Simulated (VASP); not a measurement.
Runs of VASP 6.6.1 on Be2C. Symmetry: Fm-3m, No. 225, cubic system. The conventional cell has a = 4.330 Å, b = 4.330 Å, c = 4.330 Å, α = 90.00°, β = 90.00°, γ = 90.00°. Within 2.5 Å of Be (site symmetry -43m) lie 4 C at 1.87 Å and 6 Be at 2.17 Å. Within 2.5 Å of C (site symmetry m-3m) lie 8 Be at 1.87 Å. 

```tsv
level	cutoff (eV)	grid for exact exchange (PRECFOCK)	share of exact exchange	screening parameter	gap on the mesh (eV)	pressure (GPa)
PBE-based screened hybrid with 20 % exact exchange	520	Normal	0.2	0.20787 1/Å	1.74	(c)
r2SCAN0	580	Normal	0.25	-	2.83	-3.2
PBE	600	-	-	-	1.15	0.0
PBE-based global hybrid with 10 % exact exchange	520	Normal	0.1	-	1.73	-1.2
HSE06	520	Normal	0.25	0.2079 1/Å	(a)	-3.2
PBE-based screened hybrid with 10 % exact exchange	520	Normal	0.1	0.20787 1/Å	(b)	-1.2
```

Alike in all rows: task single point; potentials or basis VASP PAW PBE potentials, release 64 (Be, C); no spin polarisation; cell as given; k mesh 6 × 6 × 6; smearing gaussian 0.05 eV.

Question: Estimate the missing entries.

Answer: (a) 1.90; (b) 1.44; (c) -2.5.

Caveats: the PAW data sets were made with another functional, which shifts forces and pressure a little (at least some runs); the cell stands under tension (at least some runs).

A k mesh can miss the band edges.
